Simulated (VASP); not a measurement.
# Ga4Sb3As (P-43m) in VASP: a series of runs

The runs below take Ga4Sb3As through relaxation of cell and atoms, with PBE.

Program: VASP 6.6.1. These are calculated values, not measurements. Logs are shortened: lines on timing, memory, paths and dates and some standing lists are left out, and cuts for length are marked.

**1. The cell of the first run**

It takes space group P-43m (No. 215, cubic). The conventional cell has a = 5.732 Å, b = 5.732 Å, c = 5.732 Å, α = 90.00°, β = 90.00°, γ = 90.00°. Within 3.3 Å of Ga (site symmetry 3m) lie 3 Sb at 2.48 Å and 1 As at 2.48 Å. Sb (site symmetry -42m) has 4 Ga at 2.48 Å within 3.3 Å. As (site symmetry -43m) has 4 Ga at 2.48 Å within 3.3 Å.

**2. Relaxation of cell and atoms, PBE**

INCAR

```
SYSTEM = Ga4Sb3As
ALGO     = Normal         ! electronic algorithm
EDIFF    = 1E-7           ! SCF threshold, eV
EDIFFG   = -0.04          ! ionic threshold
ENCUT    = 600            ! plane-wave cutoff, eV
GGA      = PE             ! functional
IBRION   = 2              ! ionic algorithm
ISIF     = 3              ! what is computed and relaxed
ISMEAR   = 0              ! smearing method
LASPH    = .TRUE.         ! aspherical terms in the spheres
LCHARG   = .FALSE.        ! write CHGCAR
LREAL    = .FALSE.        ! projectors in reciprocal space
LWAVE    = .FALSE.        ! write WAVECAR
NELM     = 100            ! most SCF steps
NSW      = 90             ! ionic steps
PREC     = Accurate       ! precision mode
SIGMA    = 0.1            ! smearing width, eV
```

KPOINTS

```
k-points
0
G
  4 4 4
  0 0 0
```

POSCAR

```
Ga4Sb3As
1.0
    5.7322454400      0.0000000000      0.0000000000
    0.0000000000      5.7322454400      0.0000000000
    0.0000000000      0.0000000000      5.7322454400
Ga Sb As
4 3 1
Direct
    0.2500000000      0.7500000000      0.2500000000
    0.2500000000      0.2500000000      0.7500000000
    0.7500000000      0.7500000000      0.7500000000
    0.7500000000      0.2500000000      0.2500000000
    0.5000000000      0.0000000000      0.0000000000
    0.0000000000      0.0000000000      0.5000000000
    0.0000000000      0.5000000000      0.0000000000
    0.5000000000      0.5000000000      0.5000000000
```

Potentials or basis: VASP PAW PBE potentials, release 64 (Ga_d, Sb, As).

On the command line:

```console
> cat potpaw_PBE.64/Ga_d/POTCAR potpaw_PBE.64/Sb/POTCAR potpaw_PBE.64/As/POTCAR > POTCAR
> mpirun -np 1 vasp_std > vasp.out
```

OUTCAR:

```text
SYSTEM = Ga4Sb3As
   EDIFF = 1E-7
   EDIFFG = -0.04
   ENCUT = 600
   GGA = PE
   IBRION = 2
   ISIF = 3
   ISMEAR = 0
   LASPH = .TRUE.
   LREAL = .FALSE.
   NELM = 100
   NSW = 90
   PREC = Accurate

 ion  position               nearest neighbor table
   1  0.250  0.750  0.250-   5 2.48   6 2.48   7 2.48   8 2.48
   2  0.250  0.250  0.750-   5 2.48   6 2.48   7 2.48   8 2.48
   3  0.750  0.750  0.750-   5 2.48   6 2.48   7 2.48   8 2.48
   4  0.750  0.250  0.250-   5 2.48   6 2.48   7 2.48   8 2.48
   5  0.500  0.000  0.000-   1 2.48   2 2.48   3 2.48   4 2.48
   6  0.000  0.000  0.500-   1 2.48   2 2.48   3 2.48   4 2.48
   7  0.000  0.500  0.000-   1 2.48   2 2.48   3 2.48   4 2.48
   8  0.500  0.500  0.500-   1 2.48   2 2.48   3 2.48   4 2.48

  LATTYP: Found a simple cubic cell.
 ALAT       =     5.7322454400

  Lattice vectors:

 A1 = (   5.7322454400,   0.0000000000,   0.0000000000)
 A2 = (   0.0000000000,   5.7322454400,   0.0000000000)
 A3 = (   0.0000000000,   0.0000000000,   5.7322454400)

Analysis of symmetry for initial positions (statically):
=====================================================================
 Subroutine PRICEL returns:
 Original cell was already a primitive cell.

 Routine SETGRP: Setting up the symmetry group for a
 simple cubic supercell.

 Subroutine GETGRP returns: Found 24 space group operations
 (whereof 24 operations were pure point group operations)
 out of a pool of 48 trial point group operations.

The static configuration has the point symmetry T_d .

Analysis of symmetry for dynamics (positions and initial velocities):
=====================================================================
 Subroutine PRICEL returns:
 Original cell was already a primitive cell.

 Routine SETGRP: Setting up the symmetry group for a
 simple cubic supercell.

 Subroutine GETGRP returns: Found 24 space group operations
 (whereof 24 operations were pure point group operations)
 out of a pool of 48 trial point group operations.

The dynamic configuration has the point symmetry T_d .

 Subroutine INISYM returns: Found 24 space group operations
 (whereof 24 operations are pure point group operations),
 and found     1 'primitive' translations

----------------------------------------------------------------------------------------

                                     Primitive cell

  volume of cell :     188.3538

  direct lattice vectors                    reciprocal lattice vectors
     5.732245440  0.000000000  0.000000000     0.174451707  0.000000000  0.000000000
     0.000000000  5.732245440  0.000000000     0.000000000  0.174451707  0.000000000
     0.000000000  0.000000000  5.732245440     0.000000000  0.000000000  0.174451707

  length of vectors
     5.732245440  5.732245440  5.732245440     0.174451707  0.174451707  0.174451707

  position of ions in fractional coordinates (direct lattice)
     0.250000000  0.750000000  0.250000000
     0.250000000  0.250000000  0.750000000
     0.750000000  0.750000000  0.750000000
     0.750000000  0.250000000  0.250000000
     0.500000000  0.000000000  0.000000000
     0.000000000  0.000000000  0.500000000
     0.000000000  0.500000000  0.000000000
     0.500000000  0.500000000  0.500000000

  ion indices of the primitive-cell ions
   primitive index   ion index
                 1           1
                 2           2
                 3           3
                 4           4
                 5           5
                 6           6
                 7           7
                 8           8

----------------------------------------------------------------------------------------

 KPOINTS: k-points

Automatic generation of k-mesh.
 Grid dimensions read from file:
 generate k-points for:    4    4    4

 Generating k-lattice:

  Cartesian coordinates                     Fractional coordinates (reciprocal lattice)
     0.043612927  0.000000000  0.000000000     0.250000000  0.000000000  0.000000000
     0.000000000  0.043612927  0.000000000     0.000000000  0.250000000  0.000000000
     0.000000000  0.000000000  0.043612927     0.000000000  0.000000000  0.250000000

  Length of vectors
     0.043612927  0.043612927  0.043612927

  Shift w.r.t. Gamma in fractional coordinates (k-lattice)
     0.000000000  0.000000000  0.000000000

 Subroutine IBZKPT returns following result:
 ===========================================

 Found     10 irreducible k-points:

 Following reciprocal coordinates:
            Coordinates               Weight
  0.000000  0.000000  0.000000      1.000000
  0.250000  0.000000  0.000000      6.000000
  0.500000  0.000000  0.000000      3.000000
  0.250000  0.250000  0.000000     12.000000
  0.500000  0.250000  0.000000     12.000000
  0.500000  0.500000  0.000000      3.000000
  0.250000  0.250000  0.250000      8.000000
  0.500000  0.250000  0.250000     12.000000
  0.500000  0.500000  0.250000      6.000000
  0.500000  0.500000  0.500000      1.000000
   k-points           NKPTS =     10   k-points in BZ     NKDIM =     10   number of bands    NBANDS=     43
   number of dos      NEDOS =    301   number of ions     NIONS =      8
   total plane-waves  NPLWV = 110592
   dimension x,y,z NGX =    48 NGY =   48 NGZ =   48
   dimension x,y,z NGXF=    96 NGYF=   96 NGZF=   96
   ions per type =               4   3   1
   NGX,Y,Z   is equivalent  to a cutoff of  13.92, 13.92, 13.92 a.u.
   NGXF,Y,Z  is equivalent  to a cutoff of  27.84, 27.84, 27.84 a.u.
 SYSTEM =  Ga4Sb3As
   PREC   = accura    normal or accurate (medium, high low for compatibility)
   ISTART =      0    job   : 0-new  1-cont  2-samecut
   ICHARG =      2    charge: 1-file 2-atom 10-const
   ISPIN  =      1    spin polarized calculation?
   LNONCOLLINEAR =      F non collinear calculations
   LSORBIT =      F    spin-orbit coupling
   LASPH  =      T    aspherical Exc in radial PAW
   ENCUT  =  600.0 eV  44.10 Ry    6.64 a.u.  11.45 11.45 11.45*2*pi/ulx,y,z
   NELM   =    100;   NELMIN=  2; NELMDL= -5     # of ELM steps
   EDIFF  = 0.1E-06   stopping-criterion for ELM
   LREAL  =      F    real-space projection
   EDIFFG = -.4E-01   stopping-criterion for IOM
   NSW    =     90    number of steps for IOM
   IBRION =      2    ionic relax: 0-MD 1-quasi-New 2-CG
   NFREE  =      1    steps in history (QN), initial steepest desc. (CG)
   ISIF   =      3    stress and relaxation
   ISYM   =      2    0-nonsym 1-usesym 2-fastsym
   POTIM  = 0.5000    time-step for ionic-motion
   TEBEG  =    0.0;   TEEND  =   0.0 temperature during run
   PSTRESS=    0.0 pullay stress
   NELECT =      72.0000    total number of electrons
   NUPDOWN=      -1.0000    fix difference up-down
   EMIN   =  10.00;   EMAX   =-10.00  energy-range for DOS
   EFERMI =   0.00;   METHOD = LEGACY
   ISMEAR =     0;   SIGMA  =   0.10  broadening in eV -4-tet -1-fermi 0-gaus
   EFERMI_NEDOS =   21; number of points for ismear=-14 and -15
   IALGO  =     38    algorithm
   IMIX   =      4    mixing-type and parameters
     AMIX     =   0.40;   BMIX     =  1.00
     AMIX_MAG =   1.60;   BMIX_MAG =  1.00
  volume/ion in A,a.u.               =      23.54       158.88
  Fermi-wavevector in a.u.,A,eV,Ry     =   1.188122  2.245224 19.206432  1.411633
  Thomas-Fermi vector in A             =   2.324258
   LORBIT       =      0    0 simple, 1 ext, 2 COOP (PROOUT), +10 PAW based schemes
   GGA     = PE    functional components
   LHFCALC =     F    Hartree Fock is set to
   AEXX    =    0.0000 exact exchange contribution
   IVDW    =     0    specifies the selected vdW correction
   LEPSILON=     F    determine dielectric tensor
   LRPA    =     F    only Hartree local field effects (RPA)
 conjugate gradient relaxation of ions
 non-spin polarized calculation
 Gauss-broadening in eV      SIGMA  =   0.10
  energy-cutoff  :      600.00
  volume of cell :      188.35
 maximum number of plane-waves:      6355
 NGX is ok and might be reduce to    48
   NGX = 23   NGY = 23   NGZ = 23

--------------------------------------- Ionic step        1  -------------------------------------------

 number of electron      72.0000061 magnetization

 Free energy of the ion-electron system (eV)
  ---------------------------------------------------
  ext. energy  EPLUGINS =         0.00000000
  ---------------------------------------------------
  free energy    TOTEN  =       -28.49972248 eV

  energy without entropy =      -28.49769728  energy(sigma->0) =      -28.49870988

 E-fermi :   6.2884     XC(G=0):  -9.8320

 val. band max:        6.2009794851   @ k =   0.0000   0.0000   0.0000
 cond. band min:       6.3206857695   @ k =   0.5000   0.5000   0.5000
 fundamental gap:      0.1197062844
 Fermi energy:         6.2884408859

 k-point     1 :       0.0000    0.0000    0.0000
  band No.  band energies     occupation
      1      -9.2450      2.00000
      2      -9.2450      2.00000
      3      -9.2120      2.00000
      4      -9.1475      2.00000
      5      -9.1475      2.00000
      6      -9.1475      2.00000
[... 639 lines left out ...]
 POSITION                                       TOTAL-FORCE (eV/Angst)
 -----------------------------------------------------------------------------------
      1.56824      4.55071      1.56824         0.140476     -0.140476      0.140476
      1.56824      1.56824      4.55071         0.140476      0.140476     -0.140476
      4.55071      4.55071      4.55071        -0.140476     -0.140476     -0.140476
      4.55071      1.56824      1.56824        -0.140476      0.140476      0.140476
      3.05947      6.11894      0.00000         0.000000     -0.000000     -0.000000
     -0.00000      6.11894      3.05947        -0.000000      0.000000     -0.000000
     -0.00000      3.05947     -0.00000         0.000000      0.000000     -0.000000
      3.05947      3.05947      3.05947         0.000000     -0.000000     -0.000000
 -----------------------------------------------------------------------------------
    total drift:                                0.000000      0.000000      0.000000

  FREE ENERGIE OF THE ION-ELECTRON SYSTEM (eV)
  ---------------------------------------------------
  free  energy   TOTEN  =       -30.1867178855 eV

  energy  without entropy=      -30.1841487523  energy(sigma->0) =      -30.18543332

--------------------------------------- Ionic step        6  -------------------------------------------

 number of electron      72.0000045 magnetization

 Free energy of the ion-electron system (eV)
  ---------------------------------------------------
  ext. energy  EPLUGINS =         0.00000000
  ---------------------------------------------------
  free energy    TOTEN  =       -30.20055317 eV

  energy without entropy =      -30.19803389  energy(sigma->0) =      -30.19929353

 E-fermi :   4.1962     XC(G=0):  -8.9885

 val. band max:        4.0352705054   @ k =   0.5000   0.5000   0.5000
 cond. band min:       4.2257037961   @ k =   0.0000   0.0000   0.0000
 fundamental gap:      0.1904332907
 Fermi energy:         4.1962131880

 k-point     1 :       0.0000    0.0000    0.0000
  band No.  band energies     occupation
      1     -10.7684      2.00000
      2     -10.7477      2.00000
      3     -10.7477      2.00000
      4     -10.7061      2.00000
      5     -10.7061      2.00000
      6     -10.7061      2.00000
[... 471 lines left out ...]
 POSITION                                       TOTAL-FORCE (eV/Angst)
 -----------------------------------------------------------------------------------
      1.58184      4.52489      1.58184        -0.014662      0.014662     -0.014662
      1.58184      1.58184      4.52489        -0.014662     -0.014662      0.014662
      4.52489      4.52489      4.52489         0.014662      0.014662      0.014662
      4.52489      1.58184      1.58184         0.014662     -0.014662     -0.014662
      3.05337     -0.00000      0.00000         0.000000     -0.000000     -0.000000
      0.00000     -0.00000      3.05337         0.000000     -0.000000     -0.000000
      6.10673      3.05337      0.00000         0.000000     -0.000000     -0.000000
      3.05337      3.05337      3.05337         0.000000     -0.000000     -0.000000
 -----------------------------------------------------------------------------------
    total drift:                                0.000000      0.000000     -0.000000

  FREE ENERGIE OF THE ION-ELECTRON SYSTEM (eV)
  ---------------------------------------------------
  free  energy   TOTEN  =       -30.2005531694 eV

  energy  without entropy=      -30.1980338933  energy(sigma->0) =      -30.19929353

 reached required accuracy - stopping structural energy minimisation
```

Wall time 8.6 min (1 thread of AMD EPYC 7R13 (Zen 3), shared host); peak memory 0.37 GiB.

What came out:

| Property | Result |
| --- | --- |
| Free energy | -30.2006 eV |
| Relaxed volume | 28.47 Å³/atom |
| Relaxed cell | a = 6.107 Å, b = 6.107 Å, c = 6.107 Å, α = 90.00°, β = 90.00°, γ = 90.00° |
| Space group after relaxing (to 0.1 Å) | P-43m (No. 215) |
| Energy gained by relaxing | 212.6 meV/atom |
| Ionic steps | 6 |
| Pressure after relaxing | 0.0 GPa |
| Band gap on the k mesh | zero (bands 36 and 37 overlap by 0.19 eV) |

The path:
| step | energy change (eV) | largest force (eV/Å) | pressure (GPa) | volume (Å³) |
| --- | --- | --- | --- | --- |
| 1 | 0.0000 | 1.3281 | 14.66 | 188.35 |
| 2 | -1.3449 | 0.1366 | -3.93 | 253.40 |
| 3 | -1.6604 | 0.4201 | -0.16 | 229.14 |
| 4 | -1.6604 | 0.4075 | -0.34 | 230.01 |
| 5 | -1.6870 | 0.2433 | -0.23 | 229.10 |
| 6 | -1.7008 | 0.0254 | 0.00 | 227.73 |

Final structure:
```xyz
8
Lattice="6.1067 0.0000 0.0000 0.0000 6.1067 0.0000 0.0000 0.0000 6.1067" Properties=species:S:1:pos:R:3 pbc="T T T"
Ga    1.5818    4.5249    1.5818
Ga    1.5818    1.5818    4.5249
Ga    4.5249    4.5249    4.5249
Ga    4.5249    1.5818    1.5818
Sb    3.0534    0.0000    0.0000
Sb    0.0000    0.0000    3.0534
Sb    6.1067    3.0534    0.0000
As    3.0534    3.0534    3.0534
```

Levels at points of the mesh, in eV from the Fermi level:
```csv
k point,band 34,band 35,band 36,band 37,band 38,band 39
"(0.00, 0.00, 0.00)",-0.34,0.03,0.03,0.03,1.09,1.09
"(0.50, 0.00, 0.00)",-1.74,-1.34,-1.34,1.31,1.54,2.55
"(0.50, 0.50, 0.00)",-1.35,-1.03,-0.82,1.71,1.88,2.27
"(0.50, 0.50, 0.50)",-0.93,-0.75,-0.75,-0.16,0.60,0.60
```

Caveat: the volume moved by over 15 % at a fixed basis, so the end points are rough; semilocal functionals underestimate gaps, so a narrow gap can read as zero; spin-orbit coupling is left out, which moves the levels of the heavy elements.

**3. Relaxation of cell and atoms, PBE**

This run uses another cell than the first one, of 28.36 Å³/atom.

INCAR

```
ALGO = Normal
EDIFF = 1E-7
EDIFFG = -0.01
ENCUT = 600
GGA = PE
IBRION = 2
ISIF = 3
ISMEAR = 0
LASPH = True
LCHARG = False
LREAL = False
LWAVE = False
NELM = 100
NSW = 100
PREC = Accurate
SIGMA = 0.1
```

KPOINTS

```
k-points
0
Gamma
  6 6 6
```

POSCAR

```
Ga4Sb3As
1.0
    6.0994021848      0.0000000000      0.0000000000
    0.0000000000      6.0994021848      0.0000000000
    0.0000000000      0.0000000000      6.0994021848
Ga Sb As
4 3 1
Direct
    0.2587978533      0.7412021467      0.2587978533
    0.2587978533      0.2587978533      0.7412021467
    0.7412021467      0.7412021467      0.7412021467
    0.7412021467      0.2587978533      0.2587978533
    0.5000000000      0.0000000000      0.0000000000
    0.0000000000      0.0000000000      0.5000000000
    0.0000000000      0.5000000000      0.0000000000
    0.5000000000      0.5000000000      0.5000000000
```

Potentials or basis: VASP PAW PBE potentials, release 64 (Ga_d, Sb, As).

On the command line:

```console
> cat potpaw_PBE.64/Ga_d/POTCAR potpaw_PBE.64/Sb/POTCAR potpaw_PBE.64/As/POTCAR > POTCAR
> mpirun -np 1 vasp_std > vasp.out
```

Run time: 7.3 min. Hardware: 1 thread of AMD EPYC 7R13 (Zen 3), shared host; peak memory 0.47 GiB.

It converged, with:

- Free energy: -30.2261 eV
- Relaxed volume: 28.44 Å³/atom
- Relaxed cell: a = 6.105 Å, b = 6.105 Å, c = 6.105 Å, α = 90.00°, β = 90.00°, γ = 90.00°
- Space group after relaxing (to 0.1 Å): P-43m (No. 215)
- Energy gained by relaxing: 0.0 meV/atom
- Ionic steps: 2
- Pressure after relaxing: 0.0 GPa
- Largest force after relaxing: 0.005 eV/Å
- Band gap on the k mesh: zero (bands 36 and 37 overlap by 0.19 eV)

Forces on the atoms (eV/Å):
```
Ga  -0.003  0.003 -0.003
Ga  -0.003 -0.003  0.003
Ga   0.003  0.003  0.003
Ga   0.003 -0.003 -0.003
Sb   0.000  0.000  0.000
Sb   0.000  0.000  0.000
Sb   0.000  0.000  0.000
As   0.000  0.000  0.000
```

Step by step:
```tsv
step	energy change (eV)	largest force (eV/Å)	pressure (GPa)	volume (Å³)
1	0.0000	0.0070	0.10	226.91
2	-0.0001	0.0052	-0.02	227.50
```

Final structure:
```cif
data_structure
_symmetry_space_group_name_H-M 'P 1'
_symmetry_Int_Tables_number 1
_cell_length_a 6.1046
_cell_length_b 6.1046
_cell_length_c 6.1046
_cell_angle_alpha 90.000
_cell_angle_beta 90.000
_cell_angle_gamma 90.000
_cell_volume 227.50
loop_
_atom_site_label
_atom_site_type_symbol
_atom_site_fract_x
_atom_site_fract_y
_atom_site_fract_z
_atom_site_occupancy
Ga1 Ga 0.25877 0.74123 0.25877 1
Ga2 Ga 0.25877 0.25877 0.74123 1
Ga3 Ga 0.74123 0.74123 0.74123 1
Ga4 Ga 0.74123 0.25877 0.25877 1
Sb1 Sb 0.50000 0.00000 0.00000 1
Sb2 Sb 0.00000 0.00000 0.50000 1
Sb3 Sb 0.00000 0.50000 0.00000 1
As1 As 0.50000 0.50000 0.50000 1
```

Levels at points of the mesh, in eV from the Fermi level:
| k point | band 33 | band 34 | band 35 | band 36 | band 37 | band 38 | band 39 | band 40 |
| --- | --- | --- | --- | --- | --- | --- | --- | --- |
| (0.00, 0.00, 0.00) | -2.37 | -0.36 | 0.00 | 0.00 | 0.00 | 1.06 | 1.06 | 1.06 |
| (0.50, 0.00, 0.00) | -1.77 | -1.77 | -1.38 | -1.38 | 1.29 | 1.51 | 2.52 | 2.79 |
| (0.50, 0.50, 0.00) | -1.38 | -1.38 | -1.06 | -0.86 | 1.68 | 1.86 | 2.24 | 2.24 |
| (0.50, 0.50, 0.50) | -0.97 | -0.97 | -0.79 | -0.79 | -0.19 | 0.57 | 0.57 | 0.57 |

Caveat: semilocal functionals underestimate gaps, so a narrow gap can read as zero; spin-orbit coupling is left out, which moves the levels of the heavy elements.
